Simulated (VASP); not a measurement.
# GaPt12: single point with PBEsol

The system is GaPt12, a slab with vacuum.

```
Pt Ga
1.0
     5.54372    0.00000    0.00000
     2.77186    4.80100    0.00000
     0.00000    0.00000   16.52643
Pt Ga
12 1
Direct
  0.16666 0.16667 0.06051
  0.66667 0.16667 0.06051
  0.16667 0.66667 0.06051
  0.66666 0.66667 0.06051
  0.84110 0.36197 0.20712
  0.29754 0.37803 0.20871
  0.77790 0.86107 0.19974
  0.29508 0.85374 0.20829
  0.90770 0.05751 0.34190
  0.38050 0.10423 0.35016
  0.84859 0.59781 0.35169
  0.39922 0.59265 0.34539
  0.03707 0.39121 0.47834
```

```
Program                : VASP 6.6.1
Task                   : single point
Functional             : PBEsol
Potentials or basis    : VASP PAW PBE potentials, release 64 (Pt, Ga_d)
Cutoff                 : 520 eV
k mesh                 : 3 × 3 × 1
Occupations            : fermi-dirac, width 0.15 eV
Spin                   : no spin polarisation
Dipole correction      : no
Further INCAR settings : ALGO = Normal; EDIFF = 1e-06; NBANDS = 78
```

```
Largest force          : 2.506 eV/Å
Band gap on the k mesh : zero (an odd number of electrons rules out a gap without spin polarisation)
```

Forces on the atoms (eV/Å):
```
Pt   0.068 -0.066  0.893
Pt  -0.008  0.250  0.668
Pt   0.123 -0.079  0.678
Pt  -0.160 -0.052  0.571
Pt  -2.334 -0.380 -0.830
Pt   0.640 -0.690 -0.840
Pt   1.135  0.877  0.311
Pt   0.468  0.777 -1.269
Pt  -0.493  0.831  0.062
Pt  -0.052 -0.113  0.175
Pt   1.762  0.128 -0.623
Pt  -1.511 -0.833  0.477
Ga   0.362 -0.649 -0.274
```

Levels at points of the mesh, in eV from the Fermi level:
| k point | band 66 | band 67 | band 68 | band 69 | band 70 | band 71 |
| --- | --- | --- | --- | --- | --- | --- |
| (0.00, 0.00, 0.00) | 0.51 | 0.81 | 0.82 | 0.83 | 0.93 | 0.95 |

Wall time 6.2 min on 1 thread of Intel(R) Xeon(R) Platinum 8488C (Sapphire Rapids) (shared host), peak memory 0.57 GiB.

Caveat: the k points lie up to 0.44 Å⁻¹ apart, too coarse for converged energies and pressures of a metal; the atoms stand as in a frame of molecular dynamics; there is no dipole correction, which matters where the two faces differ; the PAW data sets were made with another functional, which shifts forces and pressure a little; spin-orbit coupling is left out, which moves the levels of the heavy elements.
